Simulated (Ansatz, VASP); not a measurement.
**BaTiO3 in VASP and in Ansatz**

The input POSCAR:

```
BaTiO3
1.0
    4.0720311100      0.0000000000      0.0000000000
    0.0000000000      4.0720311100      0.0000000000
    0.0000000000      0.0000000000      4.0720311100
Ba O Ti
1 3 1
Direct
    0.0000000000      0.0000000000      0.0000000000
    0.5000000000      0.5000000000      0.0000000000
    0.0000000000      0.5000000000      0.5000000000
    0.5000000000      0.0000000000      0.5000000000
    0.5000000000      0.5000000000      0.5000000000
```

File INCAR.step1:

```
ALGO = Normal ; EDIFF = 1E-4
ENCUT = 600 ; GGA = PE
ISMEAR = -4 ; LASPH = T
LCHARG = F ; LREAL = F
LWAVE = T ; NELM = 60
PREC = Accurate ; SIGMA = 0.1
```

The input INCAR.step2:

```
ALGO = Normal ; EDIFF = 1E-6
EDIFFG = -0.01 ; ENCUT = 600
IBRION = 2 ; ISIF = 3
ISMEAR = -4 ; ISTART = 1
LASPH = T ; LCHARG = F
LMIXTAU = T ; LREAL = F
LWAVE = F ; METAGGA = R2SCAN
NELM = 60 ; NSW = 60
PREC = Accurate ; SIGMA = 0.1
```

Contents of KPOINTS:

```
k-points
0
Gamma
  5 5 5
```

Input for Ansatz:

```yaml
crystal:
  lattice:
    - [4.07203111, 0.0, 0.0]
    - [0.0, 4.07203111, 0.0]
    - [0.0, 0.0, 4.07203111]
  atoms:
    - { symbol: Ba, position: [0.0, 0.0, 0.0] }
    - { symbol: O, position: [0.5, 0.5, 0.0] }
    - { symbol: O, position: [0.0, 0.5, 0.5] }
    - { symbol: O, position: [0.5, 0.0, 0.5] }
    - { symbol: Ti, position: [0.5, 0.5, 0.5] }
  symmetry: { tolerance: 0.0003 }
kpoints:
  mp_grid: { grid: [5, 5, 5], shift: [0, 0, 0] }
magnetization:
  spin_polarized: false
scf:
  occupations: { method: tetrahedron_uncorrected }
hamiltonian:
  pseudopotentials: { kind: paw }
  xc: r2scan
basis:
  ecutwfc: 500
output:
  forces: true
  stress: true
  eigenvalues: true
relax:
  max_steps: 40
  cell: {}
```

Alike in both runs: task relaxation of cell and atoms; functional r2SCAN; k mesh 5 × 5 × 5; no spin polarisation.

|  | VASP | Ansatz |
| --- | --- | --- |
| version | VASP 6.6.1 | Ansatz 0.2.0 |
| potentials or method | VASP PAW PBE potentials, release 64 (Ba_sv, O, Ti_sv), cutoff 600 eV | PAW plane waves |
| occupations | tetrahedron | tetrahedron-uncorrected |
| valence electrons in the cell | 40 | 40 |

|  | VASP | Ansatz | Ansatz less VASP |
| --- | --- | --- | --- |
| gap on the k mesh at the Fermi level, each at its own relaxed structure (eV) | 2.24 | 2.28 | +0.037 |
| relaxed volume (Å³/atom) | 12.88 | 12.74 | -0.133 |
| relaxed length of the cell vector where the two differ most in proportion (Å) | 4.008 | 3.994 | -0.0139 |

VASP's potentials were made for PBE, not for r2SCAN. Ansatz's warnings: band table not solved further, forces under tetrahedra.

Spin-orbit coupling is off throughout.
